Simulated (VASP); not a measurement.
# Cu in VASP: notebook

Cu is run at these levels: PBEsol; tasks: single point.

Everything below comes from runs of VASP 6.6.1. Logs are shortened: lines on timing, memory, paths and dates and some standing lists are left out, and cuts for length are marked.

## (1) The cell of the first run

The cell holds a slab with vacuum, 7 atoms: a = 2.521 Å, b = 2.521 Å, c = 27.350 Å, α = 90.00°, β = 90.00°, γ = 120.00°.

## (2) Single point, PBEsol

The input, INCAR:

```
SYSTEM = Cu
PREC     = Accurate       ! precision mode
ENCUT    = 520            ! plane-wave cutoff, eV
EDIFF    = 1E-6           ! SCF threshold, eV
ISMEAR   = 0              ! smearing method
SIGMA    = 0.1            ! smearing width, eV
LREAL    = .FALSE.        ! projectors in reciprocal space
LASPH    = .TRUE.         ! aspherical terms in the spheres
NELM     = 100            ! most SCF steps
ALGO     = Normal         ! electronic algorithm
ISIF     = 2              ! what is computed and relaxed
LWAVE    = .FALSE.        ! write WAVECAR
LCHARG   = .FALSE.        ! write CHGCAR
LDIPOL   = .TRUE.       
IDIPOL   = 3            
DIPOL    = 0.5 0.5 0.500
GGA      = PS             ! functional
NBANDS   = 48             ! bands
```

The input, KPOINTS:

```
Automatic mesh
0
G
  15 15 1
  0 0 0
```

The input, POSCAR:

```
Cu
1.0
    2.5205910253      0.0000000000      0.0000000000
   -1.2602955127      2.1828958605      0.0000000000
    0.0000000000      0.0000000000     27.3495698005
Cu
7
Direct
    0.6666666667      0.3333333333      0.2742273482
    0.3333333333      0.6666666667      0.3494848988
    0.6666666667      0.3333333333      0.4247424494
    0.3333333333      0.6666666667      0.5000000000
    0.6666666667      0.3333333333      0.5752575506
    0.3333333333      0.6666666667      0.6505151012
    0.6666666667      0.3333333333      0.7257726518
```

Potentials or basis: VASP PAW PBE potentials, release 64 (Cu).

Launch:

```bash
$ cat potpaw_PBE.64/Cu/POTCAR > POTCAR
$ mpirun -np 1 vasp_std > vasp.out
```

OUTCAR:

```text
SYSTEM = Cu
   PREC = Accurate
   ENCUT = 520
   EDIFF = 1E-6
   ISMEAR = 0
   LREAL = .FALSE.
   LASPH = .TRUE.
   NELM = 100
   ISIF = 2
   GGA = PS

 ion  position               nearest neighbor table
   1  0.667  0.333  0.274-   2 2.52   2 2.52   2 2.52
   2  0.333  0.667  0.349-   1 2.52   3 2.52   1 2.52   3 2.52   1 2.52   3 2.52
   3  0.667  0.333  0.425-   2 2.52   4 2.52   2 2.52   4 2.52   2 2.52   4 2.52
   4  0.333  0.667  0.500-   3 2.52   5 2.52   3 2.52   5 2.52   3 2.52   5 2.52
   5  0.667  0.333  0.575-   4 2.52   6 2.52   4 2.52   6 2.52   4 2.52   6 2.52
   6  0.333  0.667  0.651-   5 2.52   7 2.52   5 2.52   7 2.52   5 2.52   7 2.52
   7  0.667  0.333  0.726-   6 2.52   6 2.52   6 2.52

  LATTYP: Found a hexagonal cell.
 ALAT       =     2.5205910253
 C/A-ratio  =    10.8504590892

  Lattice vectors:

 A1 = (   2.5205910253,   0.0000000000,   0.0000000000)
 A2 = (  -1.2602955127,   2.1828958605,   0.0000000000)
 A3 = (   0.0000000000,   0.0000000000,  27.3495698005)

Analysis of symmetry for initial positions (statically):
=====================================================================
 Subroutine PRICEL returns:
 Original cell was already a primitive cell.

 Routine SETGRP: Setting up the symmetry group for a
 hexagonal supercell.

 Subroutine GETGRP returns: Found 12 space group operations
 (whereof 12 operations were pure point group operations)
 out of a pool of 24 trial point group operations.

The static configuration has the point symmetry D_3h.

Analysis of symmetry for dynamics (positions and initial velocities):
=====================================================================
 Subroutine PRICEL returns:
 Original cell was already a primitive cell.

 Routine SETGRP: Setting up the symmetry group for a
 hexagonal supercell.

 Subroutine GETGRP returns: Found 12 space group operations
 (whereof 12 operations were pure point group operations)
 out of a pool of 24 trial point group operations.

The dynamic configuration has the point symmetry D_3h.

 Subroutine INISYM returns: Found 12 space group operations
 (whereof 12 operations are pure point group operations),
 and found     1 'primitive' translations

----------------------------------------------------------------------------------------

                                     Primitive cell

  volume of cell :     150.4825

  direct lattice vectors                    reciprocal lattice vectors
     2.520591025  0.000000000  0.000000000     0.396732350  0.229053529  0.000000000
    -1.260295513  2.182895860  0.000000000     0.000000000  0.458107058  0.000000000
     0.000000000  0.000000000 27.349569800     0.000000000  0.000000000  0.036563646

  length of vectors
     2.520591025  2.520591025 27.349569800     0.458107058  0.458107058  0.036563646

  position of ions in fractional coordinates (direct lattice)
     0.666666667  0.333333333  0.274227348
     0.333333333  0.666666667  0.349484899
     0.666666667  0.333333333  0.424742449
     0.333333333  0.666666667  0.500000000
     0.666666667  0.333333333  0.575257551
     0.333333333  0.666666667  0.650515101
     0.666666667  0.333333333  0.725772652

  ion indices of the primitive-cell ions
   primitive index   ion index
                 1           1
                 2           2
                 3           3
                 4           4
                 5           5
                 6           6
                 7           7

----------------------------------------------------------------------------------------

 KPOINTS: Automatic mesh

Automatic generation of k-mesh.
 Grid dimensions read from file:
 generate k-points for:   15   15    1

 Generating k-lattice:

  Cartesian coordinates                     Fractional coordinates (reciprocal lattice)
     0.026448823  0.015270235  0.000000000     0.066666667  0.000000000  0.000000000
     0.000000000  0.030540471  0.000000000     0.000000000  0.066666667  0.000000000
     0.000000000  0.000000000  0.036563646     0.000000000  0.000000000  1.000000000

  Length of vectors
     0.030540471  0.030540471  0.036563646

  Shift w.r.t. Gamma in fractional coordinates (k-lattice)
     0.000000000  0.000000000  0.000000000

 Subroutine IBZKPT returns following result:
 ===========================================

 Found     27 irreducible k-points:

 Following reciprocal coordinates:
            Coordinates               Weight
  0.000000  0.000000  0.000000      1.000000
  0.066667 -0.000000  0.000000      6.000000
  0.133333 -0.000000  0.000000      6.000000
  0.200000 -0.000000  0.000000      6.000000
  0.266667 -0.000000  0.000000      6.000000
  0.333333 -0.000000  0.000000      6.000000
[... 16 lines left out ...]
  0.333333  0.200000  0.000000     12.000000
  0.400000  0.200000  0.000000      6.000000
 [... further k-points ...]
   k-points           NKPTS =     27   k-points in BZ     NKDIM =     27   number of bands    NBANDS=     48
   number of dos      NEDOS =    301   number of ions     NIONS =      7
   total plane-waves  NPLWV =  84000
   dimension x,y,z NGX =    20 NGY =   20 NGZ =  210
   dimension x,y,z NGXF=    40 NGYF=   40 NGZF=  420
   ions per type =               7
   NGX,Y,Z   is equivalent  to a cutoff of  13.19, 13.19, 12.76 a.u.
   NGXF,Y,Z  is equivalent  to a cutoff of  26.38, 26.38, 25.53 a.u.
 SYSTEM =  Cu
   PREC   = accura    normal or accurate (medium, high low for compatibility)
   ISTART =      0    job   : 0-new  1-cont  2-samecut
   ICHARG =      2    charge: 1-file 2-atom 10-const
   ISPIN  =      1    spin polarized calculation?
   LNONCOLLINEAR =      F non collinear calculations
   LSORBIT =      F    spin-orbit coupling
   LASPH  =      T    aspherical Exc in radial PAW
   ENCUT  =  520.0 eV  38.22 Ry    6.18 a.u.   4.69  4.69 50.85*2*pi/ulx,y,z
   NELM   =    100;   NELMIN=  2; NELMDL= -5     # of ELM steps
   EDIFF  = 0.1E-05   stopping-criterion for ELM
   LREAL  =      F    real-space projection
   EDIFFG = 0.1E-04   stopping-criterion for IOM
   NSW    =      0    number of steps for IOM
   IBRION =     -1    ionic relax: 0-MD 1-quasi-New 2-CG
   NFREE  =      0    steps in history (QN), initial steepest desc. (CG)
   ISIF   =      2    stress and relaxation
   ISYM   =      2    0-nonsym 1-usesym 2-fastsym
   POTIM  = 0.5000    time-step for ionic-motion
   TEBEG  =    0.0;   TEEND  =   0.0 temperature during run
   PSTRESS=    0.0 pullay stress
   NELECT =      77.0000    total number of electrons
   NUPDOWN=      -1.0000    fix difference up-down
   EMIN   =  10.00;   EMAX   =-10.00  energy-range for DOS
   EFERMI =   0.00;   METHOD = LEGACY
   ISMEAR =     0;   SIGMA  =   0.10  broadening in eV -4-tet -1-fermi 0-gaus
   EFERMI_NEDOS =   21; number of points for ismear=-14 and -15
   IALGO  =     38    algorithm
   IMIX   =      4    mixing-type and parameters
     AMIX     =   0.40;   BMIX     =  1.00
     AMIX_MAG =   1.60;   BMIX_MAG =  1.00
  volume/ion in A,a.u.               =      21.50       145.07
  Fermi-wavevector in a.u.,A,eV,Ry     =   1.309412  2.474431 23.328015  1.714561
  Thomas-Fermi vector in A             =   2.440013
   LORBIT       =      0    0 simple, 1 ext, 2 COOP (PROOUT), +10 PAW based schemes
   GGA     = PS    functional components
   LHFCALC =     F    Hartree Fock is set to
   AEXX    =    0.0000 exact exchange contribution
   IVDW    =     0    specifies the selected vdW correction
   LEPSILON=     F    determine dielectric tensor
   LRPA    =     F    only Hartree local field effects (RPA)
 non-spin polarized calculation
 Gauss-broadening in eV      SIGMA  =   0.10
  energy-cutoff  :      520.00
  volume of cell :      150.48
 maximum number of plane-waves:      4097
 NGX is ok and might be reduce to    20
   NGX =  9   NGY =  9   NGZ =101

 number of electron      76.9999966 magnetization

 dipolmoment           0.000000      0.000000     -0.000000 electrons x Angstroem

 Free energy of the ion-electron system (eV)
  ---------------------------------------------------
  ext. energy  EPLUGINS =         0.00000000
  ---------------------------------------------------
  free energy    TOTEN  =       -29.03927394 eV

  energy without entropy =      -29.03254787  energy(sigma->0) =      -29.03591091

 E-fermi :   1.9292     XC(G=0):  -7.6052

 val. band max:        1.9118779270   @ k =   0.1333   0.1333   0.0000
 cond. band min:       1.9618851664   @ k =   0.4667   0.0667   0.0000
 fundamental gap:      0.0500072394
 Fermi energy:         1.9291605671

 k-point     1 :       0.0000    0.0000    0.0000
  band No.  band energies     occupation
      1      -7.7106      2.00000
      2      -7.1845      2.00000
      3      -6.3747      2.00000
      4      -5.3858      2.00000
      5      -4.3629      2.00000
      6      -3.6834      2.00000
[... 40 lines left out ...]
     47       8.1094      0.00000
     48       8.5263      0.00000

 k-point     2 :       0.0667   -0.0000    0.0000
  band No.  band energies     occupation
      1      -7.5631      2.00000
      2      -7.0396      2.00000
      3      -6.2344      2.00000
      4      -5.2520      2.00000
      5      -4.2387      2.00000
      6      -3.5729      2.00000
[... 40 lines left out ...]
     47       8.2436      0.00000
     48       8.6424      0.00000

 k-point     3 :       0.1333   -0.0000    0.0000
  band No.  band energies     occupation
      1      -7.1275      2.00000
      2      -6.6131      2.00000
      3      -5.8242      2.00000
      4      -4.8661      2.00000
      5      -3.8880      2.00000
      6      -3.2659      2.00000
[... 40 lines left out ...]
     47       8.6486      0.00000
     48       8.9947      0.00000

 k-point     4 :       0.2000   -0.0000    0.0000
  band No.  band energies     occupation
      1      -6.4275      2.00000
      2      -5.9338      2.00000
      3      -5.1841      2.00000
      4      -4.2887      2.00000
      5      -3.3997      2.00000
      6      -2.8576      2.00000
[... 958 lines left out ...]
     47      10.0959      0.00000
     48      10.6902      0.00000

 k-point    23 :       0.3333    0.2000    0.0000
  band No.  band energies     occupation
      1      -2.9420      2.00000
      2      -2.8984      2.00000
      3      -2.7611      2.00000
      4      -2.6382      2.00000
      5      -2.5076      2.00000
      6      -2.4525      2.00000
[... 40 lines left out ...]
     47       9.5812      0.00000
     48       9.8662      0.00000

 k-point    24 :       0.4000    0.2000    0.0000
  band No.  band energies     occupation
      1      -2.8674      2.00000
      2      -2.8551      2.00000
      3      -2.6845      2.00000
      4      -2.6215      2.00000
      5      -2.5472      2.00000
      6      -2.4189      2.00000
[... 40 lines left out ...]
     47       8.9408      0.00000
     48       9.4436      0.00000

 [... further k-points ...]

------------------------ aborting loop because EDIFF is reached ----------------------------------------

 vacuum level on the upper side and lower side of the slab       (xc-potential included)        -0.154        -0.154

  FORCE on cell =-STRESS in cart. coord.  units (eV):
  Direction    XX          YY          ZZ          XY          YZ          ZX
  --------------------------------------------------------------------------------------
  -------------------------------------------------------------------------------------
  Total       -1.5024703     -1.5024703      0.2868767      0.0000000      0.0000000     -0.0000000
  in kB      -15.9967063    -15.9967063      3.0543581      0.0000000      0.0000000     -0.0000000
  external PRESSURE =      -9.6463515 kB  Pullay stress =       0.0000000 kB

 VOLUME and BASIS-vectors are now :
 -----------------------------------------------------------------------------
  energy-cutoff  :      520.00
  volume of cell :      150.48
      direct lattice vectors                 reciprocal lattice vectors
     2.520591025  0.000000000  0.000000000     0.396732350  0.229053529  0.000000000
    -1.260295513  2.182895860  0.000000000     0.000000000  0.458107058  0.000000000
     0.000000000  0.000000000 27.349569800     0.000000000  0.000000000  0.036563646

 POSITION                                       TOTAL-FORCE (eV/Angst)
 -----------------------------------------------------------------------------------
      1.26030      0.72763      7.50000        -0.000000     -0.000000      0.047117
     -0.00000      1.45526      9.55826        -0.000000     -0.000000     -0.099736
      1.26030      0.72763     11.61652         0.000000      0.000000     -0.023754
     -0.00000      1.45526     13.67478         0.000000     -0.000000      0.000000
      1.26030      0.72763     15.73305         0.000000      0.000000      0.023754
     -0.00000      1.45526     17.79131         0.000000     -0.000000      0.099736
      1.26030      0.72763     19.84957        -0.000000     -0.000000     -0.047117
 -----------------------------------------------------------------------------------
    total drift:                               -0.000001      0.000001      0.000000

  FREE ENERGIE OF THE ION-ELECTRON SYSTEM (eV)
  ---------------------------------------------------
  free  energy   TOTEN  =       -29.0392739389 eV

  energy  without entropy=      -29.0325478745  energy(sigma->0) =      -29.03591091

 vacuum level on the upper side and lower side of the slab         6.741         6.741
```

Run time: 5 min. Hardware: 1 thread of Intel Xeon Platinum 8375C at 2.90GHz (Ice Lake), shared host; peak memory 0.35 GiB.

Results:

```yaml
Free_energy: -29.0393 eV
Largest_force: 0.100 eV/Å
```

Forces in eV/Å, atoms in the order of the input:
```
Cu   0.000  0.000  0.047
Cu   0.000  0.000 -0.100
Cu   0.000  0.000 -0.024
Cu   0.000  0.000  0.000
Cu   0.000  0.000  0.024
Cu   0.000  0.000  0.100
Cu   0.000  0.000 -0.047
```

Caveat: the PAW data sets were made with another functional, which shifts forces and pressure a little.

## (3) Single point, PBEsol

The input, INCAR:

```
PREC     = Accurate       # precision mode
ENCUT    = 520            # plane-wave cutoff, eV
EDIFF    = 1E-6           # SCF threshold, eV
ISMEAR   = 0              # smearing method
SIGMA    = 0.1            # smearing width, eV
LREAL    = F              # projectors in reciprocal space
LASPH    = T              # aspherical terms in the spheres
NELM     = 80             # most SCF steps
ALGO     = Normal         # electronic algorithm
ISIF     = 2              # what is computed and relaxed
LWAVE    = F              # write WAVECAR
LCHARG   = F              # write CHGCAR
LDIPOL   = T            
IDIPOL   = 3            
DIPOL    = 0.5 0.5 0.500
GGA      = PS             # functional
NBANDS   = 48             # bands
```

The input, KPOINTS:

```
regular mesh
0
Gamma
  15 15 1
```

The input, POSCAR:

```
Cu
1.0
    2.5205910253      0.0000000000      0.0000000000
   -1.2602955127      2.1828958605      0.0000000000
    0.0000000000      0.0000000000     27.3495698005
Cu
7
Direct
    0.6666666667      0.3333333333      0.2742708431
    0.3333333333      0.6666666667      0.3489044109
    0.6666666667      0.3333333333      0.4243848074
    0.3333333333      0.6666666667      0.4999999971
    0.6666666667      0.3333333333      0.5756151857
    0.3333333333      0.6666666667      0.6510955893
    0.6666666667      0.3333333333      0.7257291665
```

Potentials or basis: VASP PAW PBE potentials, release 64 (Cu).

Launch:

```bash
$ cat potpaw_PBE.64/Cu/POTCAR > POTCAR
$ mpirun -np 1 vasp_std > vasp.out
```

It took 5.2 min on 1 thread of Intel Xeon Platinum 8375C at 2.90GHz (Ice Lake), shared host; peak memory 0.35 GiB.

It converged, with:

```yaml
Free_energy: -29.0412 eV
Largest_force: 0.026 eV/Å
```

Forces in eV/Å, atoms in the order of the input:
```
Cu   0.000  0.000 -0.026
Cu   0.000  0.000 -0.002
Cu   0.000  0.000 -0.001
Cu   0.000  0.000  0.000
Cu   0.000  0.000  0.001
Cu   0.000  0.000  0.002
Cu   0.000  0.000  0.026
```

Levels at points of the mesh, in eV from the Fermi level:
```
           k point  band 36  band 37  band 38  band 39  band 40  band 41  band 42  band 43
(0.00, 0.00, 0.00)    -1.91    -1.91    -1.74    -1.74    -1.74    -1.74    -0.88    -0.56
```

Caveat: the PAW data sets were made with another functional, which shifts forces and pressure a little.

## (4) Single point, PBEsol, collinear spin

This run uses another cell than the first one: it holds 5 atoms, not 7.

The input, INCAR:

```
PREC     = Accurate       # precision mode
ENCUT    = 520            # plane-wave cutoff, eV
EDIFF    = 1E-7           # SCF threshold, eV
ISMEAR   = 0              # smearing method
SIGMA    = 0.1            # smearing width, eV
LREAL    = F              # projectors in reciprocal space
LASPH    = T              # aspherical terms in the spheres
NELM     = 150            # most SCF steps
ALGO     = Normal         # electronic algorithm
ISIF     = 2              # what is computed and relaxed
LWAVE    = F              # write WAVECAR
LCHARG   = T              # write CHGCAR
ISPIN    = 2              # spin polarisation
MAGMOM   = 1 0 0 0 1      # initial moments
LORBIT   = 11             # projections on sites
LMAXMIX  = 4              # l up to which the mixer works
LDIPOL   = T            
IDIPOL   = 3            
DIPOL    = 0.5 0.5 0.500
GGA      = PS             # functional
LELF     = T              # ELF
LVHAR    = T            
LVACPOTAV= T            
NBANDS   = 40             # bands
```

KPOINTS is that of step 3.

The input, POSCAR:

```
Cu
1.0
    2.5205910252      0.0000000000      0.0000000000
   -1.2602955126      2.1828958604      0.0000000000
    0.0000000000      0.0000000000     23.2330465351
Cu
5
Direct
    0.3333333333      0.6666666667      0.3228160366
    0.6666666667      0.3333333333      0.4114080183
    0.3333333333      0.6666666667      0.5000000000
    0.6666666667      0.3333333333      0.5885919817
    0.3333333333      0.6666666667      0.6771839634
```

Launch:

```bash
$ cat potpaw_PBE.64/Cu/POTCAR > POTCAR
$ mpirun -np 1 vasp_std > vasp.out
```

It used 1300 s of CPU time on 1 thread of AMD EPYC 7R13 Processor (Zen 3), on a shared host.

Results (log left out):

```
Free energy                                           : -20.4328 eV
Largest force                                         : 0.090 eV/Å
Net moment                                            : 0.00 μB per cell
Valence electrons inside the program's atomic spheres : Cu 9.97, 10.05
```

Forces on the atoms (eV/Å):
```
Cu   0.000  0.000  0.041
Cu   0.000  0.000 -0.090
Cu   0.000  0.000  0.000
Cu   0.000  0.000  0.090
Cu   0.000  0.000 -0.041
```

Levels at points of the mesh, in eV from the Fermi level:
Spin up:
```tsv
k point	band 26	band 27	band 28	band 29	band 30	band 31
(0.00, 0.00, 0.00)	-1.67	-1.67	-1.66	-1.66	-1.04	-0.38
```
Spin down:
```
           k point  band 26  band 27  band 28  band 29  band 30  band 31
(0.00, 0.00, 0.00)    -1.67    -1.67    -1.66    -1.66    -1.04    -0.38
```

Caveat: the PAW data sets were made with another functional, which shifts forces and pressure a little.
